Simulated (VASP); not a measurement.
# In (P6_3/mmc) in VASP: notebook

The runs below take In through relaxation of cell and atoms, with r2SCAN.

Everything below comes from runs of VASP 6.6.1. Logs are shortened: lines on timing, memory, paths and dates and some standing lists are left out, and cuts for length are marked.

## Step 1: The cell of the first run

The structure is hexagonal, space group P6_3/mmc (No. 194). Conventional cell: a = 3.330 Å, b = 3.330 Å, c = 5.438 Å, α = 90.00°, β = 90.00°, γ = 120.00°. In (site symmetry -6m2) has 12 In at 3.33 Å within 4.4 Å.

This isn't the form of In at room conditions, which is tetragonal.

## Step 2: Relaxation of cell and atoms, r2SCAN, target pressure 20 GPa, at which the enthalpy is minimised

Contents of POSCAR:

```
In
1.0
    3.3300000000      0.0000000000      0.0000000000
   -1.6650000000      2.8838645946      0.0000000000
    0.0000000000      0.0000000000      5.4378900000
In
2
Direct
    0.3333333333      0.6666666667      0.2500000000
    0.6666666667      0.3333333333      0.7500000000
```

Contents of INCAR.step1:

```
PREC     = Accurate       # precision mode
ENCUT    = 600            # plane-wave cutoff, eV
ISMEAR   = -1             # smearing method
SIGMA    = 0.05           # smearing width, eV
LREAL    = F              # projectors in reciprocal space
LASPH    = T              # aspherical terms in the spheres
NELM     = 80             # most SCF steps
GGA      = PE             # functional
ALGO     = Normal         # electronic algorithm
EDIFF    = 1E-4           # SCF threshold, eV
LWAVE    = T              # write WAVECAR
LCHARG   = F              # write CHGCAR
```

Contents of INCAR.step2:

```
PREC     = Accurate       # precision mode
ENCUT    = 600            # plane-wave cutoff, eV
EDIFF    = 1E-7           # SCF threshold, eV
ISMEAR   = -1             # smearing method
SIGMA    = 0.05           # smearing width, eV
LREAL    = F              # projectors in reciprocal space
LASPH    = T              # aspherical terms in the spheres
NELM     = 80             # most SCF steps
ALGO     = Normal         # electronic algorithm
ISIF     = 3              # what is computed and relaxed
LWAVE    = F              # write WAVECAR
LCHARG   = F              # write CHGCAR
METAGGA  = R2SCAN         # meta-GGA
LMIXTAU  = T            
IBRION   = 2              # ionic algorithm
NSW      = 80             # ionic steps
EDIFFG   = -0.02          # ionic threshold
PSTRESS  = 200.0        
ISTART   = 1
```

Contents of KPOINTS:

```
regular mesh
0
Gamma
  7 7 4
```

Potentials or basis: VASP PAW PBE potentials, release 64 (In_d).

On the command line:

```
$ cat potpaw_PBE.64/In_d/POTCAR > POTCAR
$ cp INCAR.step1 INCAR
$ mpirun -np 1 vasp_std > vasp.out
$ cp INCAR.step2 INCAR
$ mpirun -np 1 vasp_std > vasp.out
```

OUTCAR:

```text
PREC = Accurate
   ENCUT = 600
   EDIFF = 1E-7
   ISMEAR = -1
   LREAL = F
   LASPH = T
   NELM = 80
   ISIF = 3
   METAGGA = R2SCAN
   IBRION = 2
   NSW = 80
   EDIFFG = -0.02
   PSTRESS = 200.0
   ISTART = 1

 ion  position               nearest neighbor table
   1  0.333  0.667  0.250-   2 3.33   2 3.33   2 3.33   2 3.33   2 3.33   2 3.33
   2  0.667  0.333  0.750-   1 3.33   1 3.33   1 3.33   1 3.33   1 3.33   1 3.33

  LATTYP: Found a hexagonal cell.
 ALAT       =     3.3300000000
 C/A-ratio  =     1.6330000000

  Lattice vectors:

 A1 = (   3.3300000000,   0.0000000000,   0.0000000000)
 A2 = (  -1.6650000000,   2.8838645946,   0.0000000000)
 A3 = (   0.0000000000,   0.0000000000,   5.4378900000)

Analysis of symmetry for initial positions (statically):
=====================================================================
 Subroutine PRICEL returns:
 Original cell was already a primitive cell.

 Routine SETGRP: Setting up the symmetry group for a
 hexagonal supercell.

 Subroutine GETGRP returns: Found 24 space group operations
 (whereof 12 operations were pure point group operations)
 out of a pool of 24 trial point group operations.

The static configuration has the point symmetry D_3d.
 The point group associated with its full space group is D_6h.

Analysis of symmetry for dynamics (positions and initial velocities):
=====================================================================
 Subroutine PRICEL returns:
 Original cell was already a primitive cell.

 Routine SETGRP: Setting up the symmetry group for a
 hexagonal supercell.

 Subroutine GETGRP returns: Found 24 space group operations
 (whereof 12 operations were pure point group operations)
 out of a pool of 24 trial point group operations.

The dynamic configuration has the point symmetry D_3d.
 The point group associated with its full space group is D_6h.

 Subroutine INISYM returns: Found 24 space group operations
 (whereof 12 operations are pure point group operations),
 and found     1 'primitive' translations

----------------------------------------------------------------------------------------

                                     Primitive cell

  volume of cell :      52.2215

  direct lattice vectors                    reciprocal lattice vectors
     3.330000000  0.000000000  0.000000000     0.300300300  0.173378459  0.000000000
    -1.665000000  2.883864595  0.000000000     0.000000000  0.346756918  0.000000000
     0.000000000  0.000000000  5.437890000     0.000000000  0.000000000  0.183894856

  length of vectors
     3.330000000  3.330000000  5.437890000     0.346756918  0.346756918  0.183894856
[... 63 lines left out ...]
   number of dos      NEDOS =    301   number of ions     NIONS =      2
   total plane-waves  NPLWV =  37632
   dimension x,y,z NGX =    28 NGY =   28 NGZ =   48
   dimension x,y,z NGXF=    56 NGYF=   56 NGZF=   96
   ions per type =               2
   NGX,Y,Z   is equivalent  to a cutoff of  13.98, 13.98, 14.67 a.u.
   NGXF,Y,Z  is equivalent  to a cutoff of  27.96, 27.96, 29.35 a.u.
 SYSTEM =  unknown system
   PREC   = accura    normal or accurate (medium, high low for compatibility)
   ISTART =      1    job   : 0-new  1-cont  2-samecut
   ICHARG =      0    charge: 1-file 2-atom 10-const
   ISPIN  =      1    spin polarized calculation?
   LNONCOLLINEAR =      F non collinear calculations
   LSORBIT =      F    spin-orbit coupling
   LASPH  =      T    aspherical Exc in radial PAW
   ENCUT  =  600.0 eV  44.10 Ry    6.64 a.u.   6.65  6.65 10.86*2*pi/ulx,y,z
   NELM   =     80;   NELMIN=  2; NELMDL=  0     # of ELM steps
   EDIFF  = 0.1E-06   stopping-criterion for ELM
   LREAL  =      F    real-space projection
   EDIFFG = -.2E-01   stopping-criterion for IOM
   NSW    =     80    number of steps for IOM
   IBRION =      2    ionic relax: 0-MD 1-quasi-New 2-CG
   NFREE  =      1    steps in history (QN), initial steepest desc. (CG)
   ISIF   =      3    stress and relaxation
   ISYM   =      2    0-nonsym 1-usesym 2-fastsym
   POTIM  = 0.5000    time-step for ionic-motion
   TEBEG  =    0.0;   TEEND  =   0.0 temperature during run
   PSTRESS=  200.0 pullay stress
   NELECT =      26.0000    total number of electrons
   NUPDOWN=      -1.0000    fix difference up-down
   EMIN   =  10.00;   EMAX   =-10.00  energy-range for DOS
   EFERMI =   0.00;   METHOD = LEGACY
   ISMEAR =    -1;   SIGMA  =   0.05  broadening in eV -4-tet -1-fermi 0-gaus
   EFERMI_NEDOS =   21; number of points for ismear=-14 and -15
   IALGO  =     38    algorithm
   IMIX   =      4    mixing-type and parameters
     AMIX     =   0.40;   BMIX     =  1.00
     AMIX_MAG =   1.60;   BMIX_MAG =  1.00
  volume/ion in A,a.u.               =      26.11       176.20
  Fermi-wavevector in a.u.,A,eV,Ry     =   1.297526  2.451969 22.906415  1.683574
  Thomas-Fermi vector in A             =   2.428913
   LORBIT       =      0    0 simple, 1 ext, 2 COOP (PROOUT), +10 PAW based schemes
   METAGGA = R2SCAN    functional components
   LHFCALC =     F    Hartree Fock is set to
   AEXX    =    0.0000 exact exchange contribution
   IVDW    =     0    specifies the selected vdW correction
   LEPSILON=     F    determine dielectric tensor
   LRPA    =     F    only Hartree local field effects (RPA)
 conjugate gradient relaxation of ions
 non-spin polarized calculation
  energy-cutoff  :      600.00
  volume of cell :       52.22
 maximum number of plane-waves:      1762
 NGX is ok and might be reduce to    28
   NGX = 13   NGY = 13   NGZ = 21

--------------------------------------- Ionic step        1  -------------------------------------------

 number of electron      26.0000002 magnetization

 Free energy of the ion-electron system (eV)
  ---------------------------------------------------
  ext. energy  EPLUGINS =         0.00000000
  ---------------------------------------------------
  free energy    TOTEN  =       -45.12450971 eV

  energy without entropy =      -45.11876751  energy(sigma->0) =      -45.12163861

 E-fermi :   7.6339     XC(G=0): -11.1031

 val. band max:        7.6282216409   @ k =   0.4286  -0.0000   0.2500
 cond. band min:       7.7560527566   @ k =   0.4286  -0.0000   0.0000
 fundamental gap:      0.1278311157
 Fermi energy:         7.6338567109

 k-point     1 :       0.0000    0.0000    0.0000
  band No.  band energies     occupation
      1      -7.8131      2.00000
      2      -7.7354      2.00000
      3      -7.7103      2.00000
      4      -7.7103      2.00000
      5      -7.6793      2.00000
      6      -7.6793      2.00000
[... 696 lines left out ...]
--------------------------------------- Ionic step        7  -------------------------------------------

 number of electron      26.0000004 magnetization

 Free energy of the ion-electron system (eV)
  ---------------------------------------------------
  ext. energy  EPLUGINS =         0.00000000
  ---------------------------------------------------
  free energy    TOTEN  =       -44.57083988 eV

  energy without entropy =      -44.56616024  energy(sigma->0) =      -44.56850006

 E-fermi :  10.7497     XC(G=0): -12.4660

 val. band max:       10.6636395601   @ k =   0.4286  -0.0000   0.0000
 cond. band min:      10.8532734561   @ k =   0.2857   0.2857   0.5000
 fundamental gap:      0.1896338961
 Fermi energy:        10.7496667053

 k-point     1 :       0.0000    0.0000    0.0000
  band No.  band energies     occupation
      1      -5.2228      2.00000
      2      -4.9908      2.00000
      3      -4.9508      2.00000
      4      -4.9508      2.00000
      5      -4.8874      2.00000
      6      -4.8874      2.00000
[... 502 lines left out ...]
  energy  without entropy=      -44.5661602359  energy(sigma->0) =      -44.56850006

  enthalpy is  TOTEN    =       -39.4518681527 eV   P V=        5.1189717318

 reached required accuracy - stopping structural energy minimisation
```

OUTCAR.step1:

```text
PREC = Accurate
   ENCUT = 600
   ISMEAR = -1
   LREAL = F
   LASPH = T
   NELM = 80
[... 699 lines left out ...]
 -----------------------------------------------------------------------------------
     -0.00000      1.92258      1.35947        -0.000000     -0.000000      0.000000
      1.66500      0.96129      4.07842         0.000000      0.000000      0.000000
 -----------------------------------------------------------------------------------
    total drift:                               -0.000000      0.000000     -0.000000

  FREE ENERGIE OF THE ION-ELECTRON SYSTEM (eV)
  ---------------------------------------------------
  free  energy   TOTEN  =        -5.0875805814 eV

  energy  without entropy=       -5.0814887032  energy(sigma->0) =       -5.08453464
```

Wall time 7.1 min (1 thread of Intel Xeon 6975P-C (Granite Rapids), shared host); peak memory 0.21 GiB.

Results:

```yaml
Free_energy: -44.5708 eV
Relaxed_volume: 20.50 Å³/atom
Relaxed_cell: a = 3.070 Å, b = 3.070 Å, c = 5.025 Å, α = 90.00°, β = 90.00°, γ = 120.00°
Space_group_after_relaxing_to_0.1_Å: P6_3/mmc (No. 194)
Energy_change_on_relaxing_the_run_minimises_the_enthalpy: +276.8 meV/atom
Ionic_steps: 7
Pressure_after_relaxing: 20.1 GPa
Band_gap_on_the_k_mesh: zero (bands 13 and 14 overlap by 7.88 eV)
```

The path:
| step | energy change (eV) | largest force (eV/Å) | pressure (GPa) | volume (Å³) |
| --- | --- | --- | --- | --- |
| 1 | 0.0000 | 0.0000 | 0.09 | 52.22 |
| 2 | 3.2854 | 0.0000 | 83.87 | 31.34 |
| 3 | 0.4781 | 0.0000 | 18.08 | 41.64 |
| 4 | 0.5287 | 0.0000 | 19.43 | 41.21 |
| 5 | 0.5537 | 0.0000 | 20.08 | 41.01 |
| 6 | 0.5537 | 0.0000 | 20.08 | 41.01 |
| 7 | 0.5537 | 0.0000 | 20.08 | 41.01 |

Final structure:
```xyz
2
Lattice="3.0697 0.0000 0.0000 -1.5348 2.6584 0.0000 0.0000 0.0000 5.0252" Properties=species:S:1:pos:R:3 pbc="T T T"
In    0.0000    1.7723    1.2563
In    1.5348    0.8861    3.7689
```

Caveat: the cell is relaxed towards a set pressure, so the run minimises the enthalpy, not the energy; the volume moved by over 15 % at a fixed basis, so the end points are rough; the PAW data sets were made with another functional, which shifts forces and pressure a little; spin-orbit coupling is left out, which moves the levels of the heavy elements.

## Step 3: Relaxation of cell and atoms, r2SCAN, target pressure 30 GPa, at which the enthalpy is minimised

POSCAR is that of step 2.

Contents of INCAR.step1:

```
SYSTEM = In
  ALGO = Normal
  EDIFF = 1E-4
  ENCUT = 600
  GGA = PE
  ISMEAR = -1
  LASPH = .True.
  LCHARG = .False.
  LREAL = .False.
  LWAVE = .True.
  NELM = 60
  PREC = Accurate
  SIGMA = 0.05
```

Contents of INCAR.step2:

```
SYSTEM = In
  ALGO = Normal
  EDIFF = 1E-6
  EDIFFG = -0.02
  ENCUT = 600
  IBRION = 2
  ISIF = 3
  ISMEAR = -1
  ISTART = 1
  LASPH = .True.
  LCHARG = .False.
  LMIXTAU = .True.
  LREAL = .False.
  LWAVE = .False.
  METAGGA = R2SCAN
  NELM = 60
  NSW = 80
  PREC = Accurate
  PSTRESS = 300.0
  SIGMA = 0.05
```

Contents of KPOINTS:

```
k-points
0
Gamma
  7 7 4
  0 0 0
```

Potentials or basis: VASP PAW PBE potentials, release 64 (In_d).

On the command line:

```
$ cat potpaw_PBE.64/In_d/POTCAR > POTCAR
$ cp INCAR.step1 INCAR
$ mpirun -np 1 vasp_std > vasp.out
$ cp INCAR.step2 INCAR
$ mpirun -np 1 vasp_std > vasp.out
```

It took 6.8 min on 1 thread of Intel Xeon 6975P-C (Granite Rapids), shared host; peak memory 0.22 GiB.

The run converged. Its results:

```
Free energy                                                : -44.1749 eV
Relaxed volume                                             : 19.22 Å³/atom
Relaxed cell                                               : a = 3.004 Å, b = 3.004 Å, c = 4.920 Å, α = 90.00°, β = 90.00°, γ = 120.00°
Space group after relaxing (to 0.1 Å)                      : P6_3/mmc (No. 194)
Energy change on relaxing (the run minimises the enthalpy) : +474.8 meV/atom
Ionic steps                                                : 10
Pressure after relaxing                                    : 30.0 GPa
Band gap on the k mesh                                     : zero (bands 13 and 14 overlap by 8.16 eV)
```

Step by step:
```csv
step,energy change (eV),largest force (eV/Å),pressure (GPa),volume (Å³)
1,0.0000,0.0000,-0.02,52.22
2,11.3421,0.0000,279.19,23.29
3,0.6808,0.0000,23.35,40.07
4,0.8161,0.0000,26.74,39.20
5,0.9528,0.0000,30.07,38.43
6,0.9070,0.0000,28.97,38.68
7,0.9099,0.0000,29.01,38.66
8,0.9092,0.0000,29.01,38.67
9,0.9194,0.0000,29.26,38.61
10,0.9497,0.0000,30.01,38.45
```

Final structure:
```
In
1.0
     3.00371    0.00000    0.00000
    -1.50185    2.60129    0.00000
     0.00000    0.00000    4.92041
In
2
Direct
  0.33333 0.66667 0.25000
  0.66667 0.33333 0.75000
```

Levels at points of the mesh, in eV from the Fermi level:
```tsv
k point	band 9	band 10	band 11	band 12	band 13	band 14	band 15	band 16	band 17
(0.00, 0.00, 0.00)	-15.17	-15.17	-12.71	-5.32	-4.69	11.29	11.29	12.05	13.51
(0.00, 0.00, 0.50)	-15.31	-15.31	-10.81	-10.81	4.10	4.10	12.33	12.33	12.66
```

Caveat: the cell is relaxed towards a set pressure, so the run minimises the enthalpy, not the energy; the volume moved by over 15 % at a fixed basis, so the end points are rough; the PAW data sets were made with another functional, which shifts forces and pressure a little; spin-orbit coupling is left out, which moves the levels of the heavy elements.
